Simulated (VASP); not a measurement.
Set up this calculation in VASP 6.6.1, as the native input.

```yaml
Task: single point
Functional: PBE
Potentials_or_basis: VASP PAW PBE potentials, release 64 (V_sv)
Cutoff: 520 eV
k_mesh: 19 × 19 × 19
Occupations: fermi-dirac, width 0.05 eV
Spin: collinear spin, ferromagnetic start
Starting_moments: "[1.5] μB"
Dipole_correction: no
Further_INCAR_settings: ALGO = Normal; EDIFF = 1e-06; NBANDS = 16
```

The structure of V lies in POSCAR:

```
V
1.0
    0.0000000000      1.9082883556      1.9082883556
    1.9082883556      0.0000000000      1.9082883556
    1.9082883556      1.9082883556      0.0000000000
V
1
Direct
    0.0000000000      0.0000000000      0.0000000000
```

These files were run (other wordings do the same):

INCAR

```
SYSTEM = V
PREC = Accurate
ENCUT = 520
EDIFF = 1E-6
ISMEAR = -1
SIGMA = 0.05
LREAL = .False.
LASPH = .True.
NELM = 150
ALGO = Normal
ISIF = 2
LWAVE = .False.
LCHARG = .False.
ISPIN = 2
MAGMOM = 1.5
LORBIT = 11
LMAXMIX = 4
GGA = PE
NBANDS = 16
```

KPOINTS

```
regular mesh
0
Gamma
  19 19 19
  0 0 0
```

Potentials or basis: VASP PAW PBE potentials, release 64 (V_sv).

Run with:

```console
$ cat potpaw_PBE.64/V_sv/POTCAR > POTCAR
$ mpirun -np 1 vasp_std > vasp.out
```

It gave:

| Item | Value |
| --- | --- |
| Pressure | 0.2 GPa |
| Net moment | 0.00 μB per cell |
| Valence electrons inside the program's atomic spheres | V 11.59 |

Wall time 32 s on 1 thread of Intel(R) Xeon(R) 6975P-C (Granite Rapids), on a shared host, peak memory 0.18 GiB.
